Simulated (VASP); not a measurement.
# WC (Fm-3m) in VASP: notebook, part 3 of 3

VASP 6.6.1.

## (6) Relaxation of cell and atoms, PBEsol+U

This run uses another cell than the first one, of 10.54 Å³/atom, 1.026 times its volume.

Input file INCAR:

```
  PREC = Accurate
  ENCUT = 910
  EDIFF = 1E-7
  ISMEAR = -1
  SIGMA = 0.05
  LREAL = F
  LASPH = T
  NELM = 200
  ALGO = Normal
  ISIF = 3
  LWAVE = F
  LCHARG = F
  LMAXMIX = 4
  LDAU = T
  LDAUTYPE = 2
  LDAUL = 2 -1
  LDAUU = 6 0
  LDAUJ = 0 0
  LDAUPRINT = 1
  GGA = PS
  IBRION = 2
  NSW = 60
  EDIFFG = -0.01
  GGA_COMPAT = F
  NELMIN = 4
```

Input file KPOINTS:

```
Automatic mesh
0
Gamma
  10 10 10
```

Input file POSCAR:

```
WC
1.0
    0.0000000000      2.1926840000      2.1926840000
    2.1926840000      0.0000000000      2.1926840000
    2.1926840000      2.1926840000      0.0000000000
W C
1 1
Direct
    0.0000000000      0.0000000000      0.0000000000
    0.5000000000      0.5000000000      0.5000000000
```

Potentials or basis: VASP PAW PBE potentials, release 64 (W_sv, C_h).

Started as:

```
cat potpaw_PBE.64/W_sv/POTCAR potpaw_PBE.64/C_h/POTCAR > POTCAR
mpirun -np 1 vasp_std > vasp.out
```

OUTCAR:

```text
PREC = Accurate
   ENCUT = 910
   EDIFF = 1E-7
   ISMEAR = -1
   LREAL = F
   LASPH = T
   NELM = 200
   ISIF = 3
   GGA = PS
   IBRION = 2
   NSW = 60
   EDIFFG = -0.01
   NELMIN = 4

 ion  position               nearest neighbor table
   1  0.000  0.000  0.000-   2 2.19   2 2.19   2 2.19   2 2.19   2 2.19   2 2.19
   2  0.500  0.500  0.500-   1 2.19   1 2.19   1 2.19   1 2.19   1 2.19   1 2.19

  LATTYP: Found a face centered cubic cell.
 ALAT       =     4.3853680000

  Lattice vectors:

 A1 = (   0.0000000000,   2.1926840000,   2.1926840000)
 A2 = (   2.1926840000,   0.0000000000,   2.1926840000)
 A3 = (   2.1926840000,   2.1926840000,   0.0000000000)

Analysis of symmetry for initial positions (statically):
=====================================================================
 Subroutine PRICEL returns:
 Original cell was already a primitive cell.

 Routine SETGRP: Setting up the symmetry group for a
 face centered cubic supercell.

 Subroutine GETGRP returns: Found 48 space group operations
 (whereof 48 operations were pure point group operations)
 out of a pool of 48 trial point group operations.

The static configuration has the point symmetry O_h .

Analysis of symmetry for dynamics (positions and initial velocities):
=====================================================================
 Subroutine PRICEL returns:
 Original cell was already a primitive cell.

 Routine SETGRP: Setting up the symmetry group for a
 face centered cubic supercell.

 Subroutine GETGRP returns: Found 48 space group operations
 (whereof 48 operations were pure point group operations)
 out of a pool of 48 trial point group operations.

The dynamic configuration has the point symmetry O_h .

 Subroutine INISYM returns: Found 48 space group operations
 (whereof 48 operations are pure point group operations),
 and found     1 'primitive' translations

----------------------------------------------------------------------------------------

                                     Primitive cell

  volume of cell :      21.0842

  direct lattice vectors                    reciprocal lattice vectors
     0.000000000  2.192684000  2.192684000    -0.228031034  0.228031034  0.228031034
     2.192684000  0.000000000  2.192684000     0.228031034 -0.228031034  0.228031034
     2.192684000  2.192684000  0.000000000     0.228031034  0.228031034 -0.228031034

  length of vectors
     3.100923451  3.100923451  3.100923451     0.394961337  0.394961337  0.394961337

  position of ions in fractional coordinates (direct lattice)
     0.000000000  0.000000000  0.000000000
     0.500000000  0.500000000  0.500000000

  ion indices of the primitive-cell ions
   primitive index   ion index
                 1           1
                 2           2

----------------------------------------------------------------------------------------

 KPOINTS: Automatic mesh

Automatic generation of k-mesh.
[... 108 lines left out ...]
--------------------------------------- Ionic step        1  -------------------------------------------

 number of electron      18.0000000 magnetization

 Free energy of the ion-electron system (eV)
  ---------------------------------------------------
  ext. energy  EPLUGINS =         0.00000000
  ---------------------------------------------------
  free energy    TOTEN  =       -16.29477007 eV

  energy without entropy =      -16.28719325  energy(sigma->0) =      -16.29098166

------------------------ aborting loop because EDIFF is reached ----------------------------------------

  FORCE on cell =-STRESS in cart. coord.  units (eV):
  Direction    XX          YY          ZZ          XY          YZ          ZX
  --------------------------------------------------------------------------------------
  -------------------------------------------------------------------------------------
  Total        0.3115818      0.3115818      0.3115818     -0.0000000      0.0000000     -0.0000000
  in kB       23.6768807     23.6768807     23.6768807     -0.0000000      0.0000000     -0.0000000
  external PRESSURE =      23.6768807 kB  Pullay stress =       0.0000000 kB
[... 53 lines left out ...]
  FREE ENERGIE OF THE ION-ELECTRON SYSTEM (eV)
  ---------------------------------------------------
  free  energy   TOTEN  =       -16.2895542932 eV

  energy  without entropy=      -16.2817037645  energy(sigma->0) =      -16.28562903

atom =   1  type =  1  l = 2

 onsite density matrix

spin component  1

  0.3254 -0.0000 -0.0000  0.0000 -0.0000
 -0.0000  0.3254 -0.0000  0.0000 -0.0000
 -0.0000 -0.0000  0.3326 -0.0000 -0.0000
  0.0000  0.0000 -0.0000  0.3254 -0.0000
 -0.0000 -0.0000 -0.0000 -0.0000  0.3326

spin component  2

  0.3254 -0.0000 -0.0000  0.0000 -0.0000
 -0.0000  0.3254 -0.0000  0.0000 -0.0000
 -0.0000 -0.0000  0.3326 -0.0000 -0.0000
  0.0000  0.0000 -0.0000  0.3254 -0.0000
 -0.0000 -0.0000 -0.0000 -0.0000  0.3326

 occupancies and eigenvectors

  o =  0.3254  v =  0.0000  1.0000  0.0000  0.0054  0.0000  0.0000  0.0000  0.0000  0.0000  0.0000      0.0000  0.0000  0.0000  0.0000  0.0000  0.0000  0.0000  0.0000  0.0000  0.0000
  o =  0.3254  v =  0.0000  0.0000  0.0000  0.0000  0.0000  0.0000  1.0000  0.0000  0.0054  0.0000      0.0000  0.0000  0.0000  0.0000  0.0000  0.0000  0.0000  0.0000  0.0000  0.0000
  o =  0.3254  v =  1.0000  0.0000  0.0000  0.0000  0.0000  0.0000  0.0000  0.0000  0.0000  0.0000      0.0000  0.0000  0.0000  0.0000  0.0000  0.0000  0.0000  0.0000  0.0000  0.0000
  o =  0.3254  v =  0.0000  0.0000  0.0000  0.0000  0.0000  1.0000  0.0000  0.0000  0.0000  0.0000      0.0000  0.0000  0.0000  0.0000  0.0000  0.0000  0.0000  0.0000  0.0000  0.0000
  o =  0.3254  v =  0.0000 -0.0054 -0.0000  1.0000  0.0000  0.0000  0.0000  0.0000  0.0000  0.0000      0.0000  0.0000  0.0000  0.0000  0.0000  0.0000  0.0000  0.0000  0.0000  0.0000
  o =  0.3254  v =  0.0000  0.0000  0.0000  0.0000  0.0000  0.0000 -0.0054 -0.0000  1.0000  0.0000      0.0000  0.0000  0.0000  0.0000  0.0000  0.0000  0.0000  0.0000  0.0000  0.0000
  o =  0.3326  v =  0.0000  0.0000  0.0000  0.0000  0.0000  0.0000  0.0000 -0.0334  0.0000 -0.9994      0.0000  0.0000  0.0000  0.0000  0.0000  0.0000  0.0000  0.0000  0.0000  0.0000
  o =  0.3326  v =  0.0000  0.0000 -0.0334  0.0000 -0.9994  0.0000  0.0000  0.0000  0.0000  0.0000      0.0000  0.0000  0.0000  0.0000  0.0000  0.0000  0.0000  0.0000  0.0000  0.0000
  o =  0.3326  v =  0.0000  0.0000  0.0000  0.0000  0.0000  0.0000 -0.0000  0.9994  0.0000 -0.0334      0.0000  0.0000  0.0000  0.0000  0.0000  0.0000  0.0000  0.0000  0.0000  0.0000
  o =  0.3326  v =  0.0000 -0.0000  0.9994  0.0000 -0.0334  0.0000  0.0000  0.0000  0.0000  0.0000      0.0000  0.0000  0.0000  0.0000  0.0000  0.0000  0.0000  0.0000  0.0000  0.0000

--------------------------------------- Ionic step        3  -------------------------------------------

 number of electron      18.0000000 magnetization

 Free energy of the ion-electron system (eV)
  ---------------------------------------------------
  ext. energy  EPLUGINS =         0.00000000
  ---------------------------------------------------
  free energy    TOTEN  =       -16.29576076 eV

  energy without entropy =      -16.28811067  energy(sigma->0) =      -16.29193572

 E-fermi :  13.1024     XC(G=0): -13.8588

 val. band max:       13.0753541884   @ k =   0.3000   0.2000   0.1000
 cond. band min:      13.1662582466   @ k =  -0.3000   0.3000   0.1000
 fundamental gap:      0.0909040582
 Fermi energy:        13.1024394976

 k-point     1 :       0.0000    0.0000    0.0000
  band No.  band energies     occupation
      1     -63.3290      2.00000
      2     -27.2829      2.00000
      3     -27.2829      2.00000
      4     -27.2829      2.00000
      5      -3.1066      2.00000
      6      10.3757      2.00000
      7      10.3757      2.00000
      8      10.3757      2.00000
      9      11.7309      2.00000
     10      11.7309      2.00000
     11      11.7309      2.00000
     12      12.1770      2.00000
     13      12.1770      2.00000
[... 354 lines left out ...]
  band No.  band energies     occupation
      1     -63.2914      2.00000
      2     -27.6939      2.00000
      3     -27.4522      2.00000
      4     -27.4353      2.00000
      5      -0.4713      2.00000
      6       5.7201      2.00000
      7       7.4950      2.00000
      8       9.2223      2.00000
      9      10.0872      2.00000
     10      14.1555      0.00000
     11      15.5239      0.00000
     12      15.8104      0.00000
     13      19.1515      0.00000

 [... further k-points ...]
[... 5 lines left out ...]
  --------------------------------------------------------------------------------------
  -------------------------------------------------------------------------------------
  Total       -0.0026584     -0.0026584     -0.0026584     -0.0000000     -0.0000000      0.0000000
  in kB       -0.2007187     -0.2007187     -0.2007187     -0.0000000     -0.0000000      0.0000000
  external PRESSURE =      -0.2007187 kB  Pullay stress =       0.0000000 kB
[... 17 lines left out ...]
  FREE ENERGIE OF THE ION-ELECTRON SYSTEM (eV)
  ---------------------------------------------------
  free  energy   TOTEN  =       -16.2957607632 eV

  energy  without entropy=      -16.2881106711  energy(sigma->0) =      -16.29193572

 reached required accuracy - stopping structural energy minimisation
```

CONTCAR:

```text
WC
   1.00000000000000
    -0.0000000000000000    2.1973844258154953    2.1973844258154953
     2.1973844258154953    0.0000000000000000    2.1973844258154953
     2.1973844258154953    2.1973844258154953    0.0000000000000000
  W               C
     1     1
Direct
     0.0000000000000000    0.0000000000000000    0.0000000000000000
     0.5000000000000000    0.5000000000000000    0.5000000000000000

  0.00000000E+00  0.00000000E+00  0.00000000E+00
  0.00000000E+00  0.00000000E+00  0.00000000E+00
```

It took 38 s on 1 thread of Intel Xeon Platinum 8375C at 2.90GHz (Ice Lake), shared host; peak memory 0.21 GiB.

Results:

- Free energy: -16.2958 eV
- Relaxed volume: 10.61 Å³/atom
- Relaxed cell: a = 3.108 Å, b = 3.108 Å, c = 3.108 Å, α = 60.00°, β = 60.00°, γ = 60.00°
- Space group after relaxing (to 0.05 Å): Fm-3m (No. 225)
- Energy gained by relaxing: 0.5 meV/atom
- Ionic steps: 3
- Pressure after relaxing: 0.0 GPa

The path:
| step | energy change (eV) | largest force (eV/Å) | pressure (GPa) | volume (Å³) |
| --- | --- | --- | --- | --- |
| 1 | 0.0000 | 0.0000 | 2.37 | 21.08 |
| 2 | 0.0052 | 0.0000 | -5.71 | 21.56 |
| 3 | -0.0010 | 0.0000 | -0.02 | 21.22 |

Final structure:
```
W C
1.0
     0.00000    2.19738    2.19738
     2.19738    0.00000    2.19738
     2.19738    2.19738    0.00000
W C
1 1
Direct
  0.00000 0.00000 0.00000
  0.50000 0.50000 0.50000
```

Levels at points of the mesh, in eV from the Fermi level:
| k point | band 5 | band 6 | band 7 | band 8 | band 9 | band 10 | band 11 | band 12 | band 13 |
| --- | --- | --- | --- | --- | --- | --- | --- | --- | --- |
| (0.00, 0.00, 0.00) | -16.21 | -2.73 | -2.73 | -2.73 | -1.37 | -1.37 | -1.37 | -0.93 | -0.93 |
| (0.50, 0.00, 0.00) | -11.53 | -10.12 | -6.62 | -6.62 | 1.10 | 1.10 | 2.21 | 4.31 | 8.64 |
| (0.50, 0.50, 0.00) | -13.69 | -6.08 | -5.81 | -2.88 | -2.88 | 0.90 | 2.34 | 2.34 | 4.97 |

Eigenvalues of the final occupation matrices:
```
    site  spin  trace               eigenvalues
site 1 d     1   1.64  0.33 0.33 0.33 0.33 0.33
site 1 d     2   1.64  0.33 0.33 0.33 0.33 0.33
```

Caveat: the cutoff is under 1.25 times the usual one of these potentials, so pressure, stress and relaxed cells hold a basis-set (Pulay) error; the bands computed are all filled at some k points, so no gap is given; the PAW data sets were made with another functional, which shifts forces and pressure a little; spin-orbit coupling is left out, which moves the levels of the heavy elements; the U is typed as a test and isn't derived for this compound.

## (7) Summary

| task | level | potentials or basis | spin | U | cell | k mesh | cutoff (eV) | second run | gap on the mesh (eV) | pressure (GPa) | relaxed volume (Å³/atom) |
| --- | --- | --- | --- | --- | --- | --- | --- | --- | --- | --- | --- |
| single point | PBEsol+U | VASP PAW PBE potentials, release 64 (W_sv, C_h) | off | W d U = 5.0 eV | a = 3.074 Å, angles 60.0°, 2 atoms | 10 × 10 × 10 | 910 | hard_potentials | none | 10.5 | - |
| single point | PBE | VASP PAW PBE potentials, release 64 (W_sv, C) | off | - | a = 3.097 Å, angles 60.0°, 2 atoms | 10 × 10 × 10 | 600 | - | none | 0.8 | - |
| relaxation of cell and atoms | PBE | VASP PAW PBE potentials, release 64 (W_sv, C) | off | - | relaxed from a = 3.101 Å, angles 60.0°, 2 atoms | 10 × 10 × 10 | 600 | - | - | 0.0 | 10.52 |
| single point | PBE | VASP PAW PBE potentials, release 64 (W_sv, C) | non-collinear, zero start, SOC | - | a = 3.101 Å, angles 60.0°, 2 atoms | 7 × 7 × 7 | 600 | - | - | 0.1 | - |
| relaxation of cell and atoms | PBEsol+U | VASP PAW PBE potentials, release 64 (W_sv, C_h) | off | W d U = 6.0 eV | relaxed from a = 3.101 Å, angles 60.0°, 2 atoms | 10 × 10 × 10 | 910 | hard_potentials | - | 0.0 | 10.61 |

Alike in all rows: smearing fermi-dirac 0.05 eV.

Caveats: spin-orbit coupling is left out, which moves the levels of the heavy elements (some runs); the cutoff is under 1.25 times the usual one of these potentials, so pressure, stress and relaxed cells hold a basis-set (Pulay) error (some runs); the PAW data sets were made with another functional, which shifts forces and pressure a little (some runs); the U is typed as a test and isn't derived for this compound (some runs); the bands computed are all filled at some k points, so no gap is given (some runs); U without spin polarisation on a metal has little footing (some runs).

Total energies depend on the potentials used, so only differences within one code and one set of settings carry meaning.
